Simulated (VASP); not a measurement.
A run of VASP 6.6.1 is set up as follows.

The input INCAR:

```
SYSTEM = SrMg2S2
ALGO = Normal
EDIFF = 1E-6
ENCUT = 520
GGA = PE
ISIF = 2
ISMEAR = 0
LASPH = .TRUE.
LCHARG = .FALSE.
LREAL = .FALSE.
LWAVE = .FALSE.
NBANDS = 21
NELM = 100
PREC = Accurate
SIGMA = 0.1
```

KPOINTS

```
k-points
0
G
  4 4 6
  0 0 0
```

The input POSCAR:

```
SrMg2S2
1.0
    6.0565640000      0.5251380000      0.5456440000
    0.6597990000      5.6683850000     -0.2438560000
    0.4409790000      0.7830710000      4.3390520000
Mg S Sr
2 2 1
Direct
    0.0627168438      0.2659546430      0.8718732953
    0.5798723343      0.2242296073      0.2895526200
    0.9971861408      0.6280428164      0.3585143424
    0.8320165808      0.8576435777      0.8521992078
    0.3669860423      0.7287335069      0.6927221213
```

Potentials or basis: VASP PAW PBE potentials, release 64 (Mg, S, Sr_sv).

Run with:

```bash
$ cat potpaw_PBE.64/Mg/POTCAR potpaw_PBE.64/S/POTCAR potpaw_PBE.64/Sr_sv/POTCAR > POTCAR
$ mpirun -np 1 vasp_std > vasp.out
```

Problem. Estimate the pressure.

Solution. -3.3 GPa.

Problem. What does it give for the largest force?

Solution. 1.611 eV/Å.

Problem. What does it give for the band gap on the k mesh?

Solution. Zero (bands 13 and 14 overlap by 1.03 eV).

Forces on the atoms (eV/Å):
```
Mg  -0.452  0.554 -0.265
Mg   0.188 -0.507 -0.051
S    0.675 -1.430  0.307
S   -0.403  1.528 -0.244
Sr  -0.009 -0.144  0.253
```
